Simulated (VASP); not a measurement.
# Mo (Im-3m) in VASP: notebook

The runs below take Mo through single point, relaxation of cell and atoms, with PBE.

Program: VASP 6.6.1. These are calculated values, not measurements. Logs are shortened: lines on timing, memory, paths and dates and some standing lists are left out, and cuts for length are marked.

## Step 1: The cell of the first run

It takes space group Im-3m (No. 229, cubic). The conventional cell has a = 3.167 Å, b = 3.167 Å, c = 3.167 Å, α = 90.00°, β = 90.00°, γ = 90.00°. Mo (site symmetry m-3m) has 14 Mo at 2.74 to 3.17 Å within 3.6 Å.

## Step 2: Single point, PBE

File INCAR:

```
SYSTEM = Mo
PREC = Accurate
ENCUT = 520
EDIFF = 1E-6
ISMEAR = -1
SIGMA = 0.08
LREAL = .False.
LASPH = .True.
NELM = 100
ALGO = Normal
ISIF = 2
LWAVE = .False.
LCHARG = .False.
GGA = PE
NBANDS = 13
```

File KPOINTS:

```
regular mesh
0
Gamma
  17 17 17
  0 0 0
```

File POSCAR:

```
Mo
1.0
   -1.5832846279      1.5832846279      1.5832846279
    1.5832846279     -1.5832846279      1.5832846279
    1.5832846279      1.5832846279     -1.5832846279
Mo
1
Direct
    0.0000000000      0.0000000000      0.0000000000
```

Potentials or basis: VASP PAW PBE potentials, release 64 (Mo_sv).

The run is started by

```bash
$ cat potpaw_PBE.64/Mo_sv/POTCAR > POTCAR
$ mpirun -np 1 vasp_std > vasp.out
```

OUTCAR:

```text
SYSTEM = Mo
   PREC = Accurate
   ENCUT = 520
   EDIFF = 1E-6
   ISMEAR = -1
   LREAL = .False.
   LASPH = .True.
   NELM = 100
   ISIF = 2
   GGA = PE

 ion  position               nearest neighbor table
   1  0.000  0.000  0.000-

  LATTYP: Found a body centered cubic cell.
 ALAT       =     3.1665692558

  Lattice vectors:

 A1 = (  -1.5832846279,   1.5832846279,   1.5832846279)
 A2 = (   1.5832846279,  -1.5832846279,   1.5832846279)
 A3 = (   1.5832846279,   1.5832846279,  -1.5832846279)

Analysis of symmetry for initial positions (statically):
=====================================================================
 Subroutine PRICEL returns:
 Original cell was already a primitive cell.

 Routine SETGRP: Setting up the symmetry group for a
 body centered cubic supercell.

 Subroutine GETGRP returns: Found 48 space group operations
 (whereof 48 operations were pure point group operations)
 out of a pool of 48 trial point group operations.

The static configuration has the point symmetry O_h .

Analysis of symmetry for dynamics (positions and initial velocities):
=====================================================================
 Subroutine PRICEL returns:
 Original cell was already a primitive cell.

 Routine SETGRP: Setting up the symmetry group for a
 body centered cubic supercell.

 Subroutine GETGRP returns: Found 48 space group operations
 (whereof 48 operations were pure point group operations)
 out of a pool of 48 trial point group operations.

The dynamic configuration has the point symmetry O_h .

 Subroutine INISYM returns: Found 48 space group operations
 (whereof 48 operations are pure point group operations),
 and found     1 'primitive' translations

----------------------------------------------------------------------------------------

                                     Primitive cell

  volume of cell :      15.8758

  direct lattice vectors                    reciprocal lattice vectors
    -1.583284628  1.583284628  1.583284628     0.000000000  0.315799188  0.315799188
     1.583284628 -1.583284628  1.583284628     0.315799188  0.000000000  0.315799188
     1.583284628  1.583284628 -1.583284628     0.315799188  0.315799188  0.000000000

  length of vectors
     2.742329418  2.742329418  2.742329418     0.446607495  0.446607495  0.446607495

  position of ions in fractional coordinates (direct lattice)
     0.000000000  0.000000000  0.000000000
[... 81 lines left out ...]
   NFREE  =      0    steps in history (QN), initial steepest desc. (CG)
   ISIF   =      2    stress and relaxation
   ISYM   =      2    0-nonsym 1-usesym 2-fastsym
   POTIM  = 0.5000    time-step for ionic-motion
   TEBEG  =    0.0;   TEEND  =   0.0 temperature during run
   PSTRESS=    0.0 pullay stress
   NELECT =      14.0000    total number of electrons
   NUPDOWN=      -1.0000    fix difference up-down
   EMIN   =  10.00;   EMAX   =-10.00  energy-range for DOS
   EFERMI =   0.00;   METHOD = LEGACY
   ISMEAR =    -1;   SIGMA  =   0.08  broadening in eV -4-tet -1-fermi 0-gaus
   EFERMI_NEDOS =   21; number of points for ismear=-14 and -15
   IALGO  =     38    algorithm
   IMIX   =      4    mixing-type and parameters
     AMIX     =   0.40;   BMIX     =  1.00
     AMIX_MAG =   1.60;   BMIX_MAG =  1.00
  volume/ion in A,a.u.               =      15.88       107.14
  Fermi-wavevector in a.u.,A,eV,Ry     =   1.569899  2.966680 33.532707  2.464584
  Thomas-Fermi vector in A             =   2.671713
   LORBIT       =      0    0 simple, 1 ext, 2 COOP (PROOUT), +10 PAW based schemes
   GGA     = PE    functional components
   LHFCALC =     F    Hartree Fock is set to
   AEXX    =    0.0000 exact exchange contribution
   IVDW    =     0    specifies the selected vdW correction
   LEPSILON=     F    determine dielectric tensor
   LRPA    =     F    only Hartree local field effects (RPA)
 non-spin polarized calculation
  energy-cutoff  :      520.00
  volume of cell :       15.88
 maximum number of plane-waves:       438
   NGX = 11   NGY = 11   NGZ = 11

 number of electron      14.0000005 magnetization

 Free energy of the ion-electron system (eV)
  ---------------------------------------------------
  ext. energy  EPLUGINS =         0.00000000
  ---------------------------------------------------
  free energy    TOTEN  =       -10.94299349 eV

  energy without entropy =      -10.93096180  energy(sigma->0) =      -10.93697764

 E-fermi :  12.3684     XC(G=0): -13.3042

 val. band max:       12.3422472535   @ k =   0.3529   0.0588   0.0588
 cond. band min:      12.4075929183   @ k =   0.4118   0.1176   0.0588
 fundamental gap:      0.0653456648
 Fermi energy:        12.3684034917

 k-point     1 :       0.0000    0.0000    0.0000
  band No.  band energies     occupation
      1     -48.9399      2.00000
      2     -22.2407      2.00000
      3     -22.2407      2.00000
      4     -22.2407      2.00000
      5       5.1614      2.00000
      6      11.0073      2.00000
      7      11.0073      2.00000
      8      11.0073      2.00000
      9      13.9763      0.00000
     10      13.9763      0.00000
     11      27.1541      0.00000
     12      27.1541      0.00000
     13      27.1541      0.00000
[... 354 lines left out ...]
  band No.  band energies     occupation
      1     -48.7727      2.00000
      2     -23.0959      2.00000
      3     -22.5251      2.00000
      4     -22.3297      2.00000
      5       7.9080      2.00000
      6       9.8181      2.00000
      7      10.1332      2.00000
      8      13.1547      0.00011
      9      14.5067      0.00000
     10      14.9810      0.00000
     11      27.0008      0.00000
     12      27.9789      0.00000
     13      30.8007      0.00000

 [... further k-points ...]

------------------------ aborting loop because EDIFF is reached ----------------------------------------

  FORCE on cell =-STRESS in cart. coord.  units (eV):
  Direction    XX          YY          ZZ          XY          YZ          ZX
  --------------------------------------------------------------------------------------
  -------------------------------------------------------------------------------------
  Total       -0.0775771     -0.0775771     -0.0775771     -0.0000000     -0.0000000      0.0000000
  in kB       -7.8290127     -7.8290127     -7.8290127     -0.0000000     -0.0000000      0.0000000
  external PRESSURE =      -7.8290127 kB  Pullay stress =       0.0000000 kB

 VOLUME and BASIS-vectors are now :
 -----------------------------------------------------------------------------
  energy-cutoff  :      520.00
  volume of cell :       15.88
      direct lattice vectors                 reciprocal lattice vectors
    -1.583284628  1.583284628  1.583284628     0.000000000  0.315799188  0.315799188
     1.583284628 -1.583284628  1.583284628     0.315799188  0.000000000  0.315799188
     1.583284628  1.583284628 -1.583284628     0.315799188  0.315799188  0.000000000

 POSITION                                       TOTAL-FORCE (eV/Angst)
 -----------------------------------------------------------------------------------
      0.00000      0.00000      0.00000        -0.000000      0.000000      0.000000
 -----------------------------------------------------------------------------------
    total drift:                               -0.000000     -0.000000      0.000000

  FREE ENERGIE OF THE ION-ELECTRON SYSTEM (eV)
  ---------------------------------------------------
  free  energy   TOTEN  =       -10.9429934896 eV

  energy  without entropy=      -10.9309617974  energy(sigma->0) =      -10.93697764
```

OSZICAR:

```text
N       E                     dE             d eps       ncg     rms          rms(c)
DAV:   1     0.936548639063E+02    0.93655E+02   -0.81156E+03  4306   0.111E+03
DAV:   2    -0.104289499564E+02   -0.10408E+03   -0.10029E+03  4930   0.312E+02
DAV:   3    -0.116127277954E+02   -0.11838E+01   -0.11807E+01  4820   0.331E+01
DAV:   4    -0.116154970114E+02   -0.27692E-02   -0.27691E-02  4810   0.192E+00
DAV:   5    -0.116155148841E+02   -0.17873E-04   -0.17873E-04  4875   0.138E-01    0.142E+01
DAV:   6    -0.110274213551E+02    0.58809E+00   -0.73547E-01  4380   0.105E+01    0.377E+00
DAV:   7    -0.109466530791E+02    0.80768E-01   -0.14752E-01  4755   0.448E+00    0.989E-01
DAV:   8    -0.109429278675E+02    0.37252E-02   -0.41548E-03  4435   0.825E-01    0.189E-01
DAV:   9    -0.109429828205E+02   -0.54953E-04   -0.12556E-04  4975   0.140E-01    0.758E-02
DAV:  10    -0.109429932799E+02   -0.10459E-04   -0.14489E-05  4435   0.449E-02    0.698E-03
DAV:  11    -0.109429934896E+02   -0.20966E-06   -0.14833E-07  2575   0.411E-03
   1 F= -.10942993E+02 E0= -.10936978E+02  d E =-.120317E-01
```

stdout:

```text
POSCAR found type information on POSCAR Mo
 POSCAR found :  1 types and       1 ions
 scaLAPACK will be used
 LDA part: xc-table for (Slater+PW92), standard interpolation
 POSCAR, INCAR and KPOINTS ok, starting setup
 FFT: planning ... GRIDC
 FFT: planning ... GRID_SOFT
 FFT: planning ... GRID
 WAVECAR not read
 entering main loop
```

It took 44 s on 1 thread of AMD EPYC 7R13, shared host; peak memory 0.12 GiB.

What came out:

| Item | Value |
| --- | --- |
| Free energy | -10.9430 eV |
| Pressure | -0.8 GPa |
| Band gap on the k mesh | zero (band 7 reaches 16.01 eV, above the bottom of band 8 at 11.01 eV) |

Levels at points of the mesh, in eV from the Fermi level:
| k point | band 4 | band 5 | band 6 | band 7 | band 8 | band 9 | band 10 | band 11 |
| --- | --- | --- | --- | --- | --- | --- | --- | --- |
| (0.00, 0.00, 0.00) | -34.61 | -7.21 | -1.36 | -1.36 | -1.36 | 1.61 | 1.61 | 14.79 |

## Step 3: Relaxation of cell and atoms, PBE

This run uses another cell than the first one, of 15.82 Å³/atom, 0.996 times its volume.

File INCAR:

```
ALGO = Normal ; EDIFF = 1E-6
EDIFFG = -0.005 ; ENCUT = 600
GGA = PE ; IBRION = 2
ISIF = 3 ; ISMEAR = -1
LASPH = True ; LCHARG = False
LREAL = False ; LWAVE = False
NELM = 60 ; NSW = 60
PREC = Accurate ; SIGMA = 0.08
```

File KPOINTS:

```
k-points
0
Gamma
  17 17 17
```

File POSCAR:

```
Mo
1.0
   -1.5813925127      1.5813925127      1.5813925127
    1.5813925127     -1.5813925127      1.5813925127
    1.5813925127      1.5813925127     -1.5813925127
Mo
1
Direct
    0.0000000000      0.0000000000      0.0000000000
```

Potentials or basis: VASP PAW PBE potentials, release 64 (Mo_sv).

The run is started by

```bash
$ cat potpaw_PBE.64/Mo_sv/POTCAR > POTCAR
$ mpirun -np 1 vasp_std > vasp.out
```

It took 54 s on 1 thread of AMD EPYC 7R13, shared host; peak memory 0.13 GiB.

Results (log left out):

| Property | Result |
| --- | --- |
| Free energy | -10.9432 eV |
| Pressure after relaxing | 0.0 GPa |
| Band gap on the k mesh | zero (band 7 reaches 16.09 eV, above the bottom of band 8 at 11.06 eV) |

Final structure:
```
Mo
1.0
    -1.58139    1.58139    1.58139
     1.58139   -1.58139    1.58139
     1.58139    1.58139   -1.58139
Mo
1
Direct
  0.00000 0.00000 0.00000
```

Levels at points of the mesh, in eV from the Fermi level:
| k point | band 4 | band 5 | band 6 | band 7 | band 8 | band 9 | band 10 | band 11 |
| --- | --- | --- | --- | --- | --- | --- | --- | --- |
| (0.00, 0.00, 0.00) | -34.60 | -7.22 | -1.37 | -1.37 | -1.37 | 1.61 | 1.61 | 14.79 |

Caveat: the relaxation stopped at its first step, so nothing moved.

(Part 1 of 2 ends here.)
